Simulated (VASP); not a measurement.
Crystal: CsLi3P2.

```
CELL_PARAMETERS angstrom
6.33153 0.00000 0.00000
-3.16577 5.48327 0.00000
0.00000 0.00000 4.27398
ATOMIC_POSITIONS crystal
Cs 0.00000 0.00000 0.00000
Li 0.50000 0.00000 0.50000
Li 0.00000 0.50000 0.50000
Li 0.50000 0.50000 0.50000
P 0.33333 0.66667 0.50000
P 0.66667 0.33333 0.50000
```

The cell was built from a structure type or drawn by symmetry, and may not be a known phase.

```yaml
Program: VASP 6.6.1
Task: relaxation of cell and atoms
Functional: PBE
Potentials_or_basis: VASP PAW PBE potentials, release 64 (Cs_sv, Li_sv, P)
Cutoff: 600 eV
k_mesh: 3 × 3 × 4
Occupations: gaussian, width 0.1 eV
Spin: no spin polarisation
```

At the start: pressure 19.3 GPa; volume 24.73 Å³/atom.

Question: How do energy, volume and symmetry change on relaxing?

Answer: Over 12 steps the energy falls by 979.4 meV/atom and the volume is 30.55 Å³/atom (+23.5 %); space group P6/mmm (No. 191, to 0.1 Å) before and after.

Step by step:
| step | energy change (eV) | largest force (eV/Å) | pressure (GPa) | volume (Å³) |
| --- | --- | --- | --- | --- |
| 1 | 0.0000 | 0.0000 | 19.30 | 148.38 |
| 2 | -5.5556 | 0.0000 | -0.03 | 218.47 |
| 3 | -5.5674 | 0.0000 | -0.94 | 226.90 |
| 4 | -5.5722 | 0.0000 | -0.63 | 223.87 |
| 5 | -5.6196 | 0.0000 | -0.65 | 219.47 |
| 6 | -5.7549 | 0.0000 | -0.66 | 206.27 |
| 7 | -5.8493 | 0.0000 | -0.09 | 179.84 |
| 8 | -5.8645 | 0.0000 | -0.50 | 190.60 |
| 9 | -5.8716 | 0.0000 | -0.40 | 187.15 |
| 10 | -5.8718 | 0.0000 | -0.38 | 186.35 |
| 11 | -5.8717 | 0.0000 | 0.41 | 180.27 |
| 12 | -5.8763 | 0.0000 | 0.00 | 183.31 |

Final structure:
```cif
data_structure
_symmetry_space_group_name_H-M 'P 1'
_symmetry_Int_Tables_number 1
_cell_length_a 7.8050
_cell_length_b 7.8050
_cell_length_c 3.4745
_cell_angle_alpha 90.000
_cell_angle_beta 90.000
_cell_angle_gamma 120.000
_cell_volume 183.31
loop_
_atom_site_label
_atom_site_type_symbol
_atom_site_fract_x
_atom_site_fract_y
_atom_site_fract_z
_atom_site_occupancy
Cs1 Cs 0.00000 0.00000 0.00000 1
Li1 Li 0.50000 0.00000 0.50000 1
Li2 Li 0.00000 0.50000 0.50000 1
Li3 Li 0.50000 0.50000 0.50000 1
P1 P 0.33333 0.66667 0.50000 1
P2 P 0.66667 0.33333 0.50000 1
```

Caveat: the k points lie up to 0.45 Å⁻¹ apart in the final cell, too coarse for converged energies and pressures of a metal; the cutoff is under 1.25 times the usual one of these potentials, so pressure, stress and relaxed cells hold a basis-set (Pulay) error; the volume moved by over 15 % at a fixed basis, so the end points are rough.
